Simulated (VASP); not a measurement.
Here is a VASP 6.6.1 calculation.

File INCAR:

```
PREC     = Accurate       # precision mode
ENCUT    = 520            # plane-wave cutoff, eV
EDIFF    = 1E-7           # SCF threshold, eV
ISMEAR   = 0              # smearing method
SIGMA    = 0.15           # smearing width, eV
LREAL    = False          # projectors in reciprocal space
LASPH    = True           # aspherical terms in the spheres
NELM     = 100            # most SCF steps
ALGO     = Normal         # electronic algorithm
ISIF     = 2              # what is computed and relaxed
LWAVE    = False          # write WAVECAR
LCHARG   = False          # write CHGCAR
GGA      = PE             # functional
NBANDS   = 36             # bands
```

The input KPOINTS:

```
Automatic mesh
0
Gamma
  17 17 5
```

File POSCAR:

```
Ta2N
1.0
   -3.1011400595      0.0000000000      0.0000000000
   -1.5505700297     -2.6856660722      0.0000000000
    0.0000000000      0.0000000000     10.5137800776
Ta N
4 2
Direct
    0.6666666667      0.6666666667      0.1137173719
    0.6666666667      0.6666666667      0.5780498958
    0.3333333333      0.3333333333      0.8149476758
    0.3333333333      0.3333333333      0.3506151520
    0.0000000000      0.0000000000      0.6964987858
    0.0000000000      0.0000000000      0.2321662619
```

Potentials or basis: VASP PAW PBE potentials, release 64 (Ta_pv, N).

Command:

```console
$ cat potpaw_PBE.64/Ta_pv/POTCAR potpaw_PBE.64/N/POTCAR > POTCAR
$ mpirun -np 1 vasp_std > vasp.out
```

Task: Predict the band gap on the k mesh.

Result: Zero (bands 27 and 28 overlap by 0.94 eV).

Task: Estimate the pressure.

Result: -7.3 GPa.

Forces on the atoms (eV/Å):
```
Ta   0.000  0.000 -1.817
Ta   0.000  0.000  0.028
Ta   0.000  0.000  1.817
Ta   0.000  0.000 -0.028
N    0.000  0.000  0.067
N    0.000  0.000 -0.067
```

Caveat: the cell differs from its parent crystal (the distance across one plane changed); the stress differs along the axes, from -14 to -4 GPa; spin-orbit coupling is left out, which moves the levels of the heavy elements; forces of over 1 eV/Å act on the atoms, so gaps and moduli don't describe the material at rest.
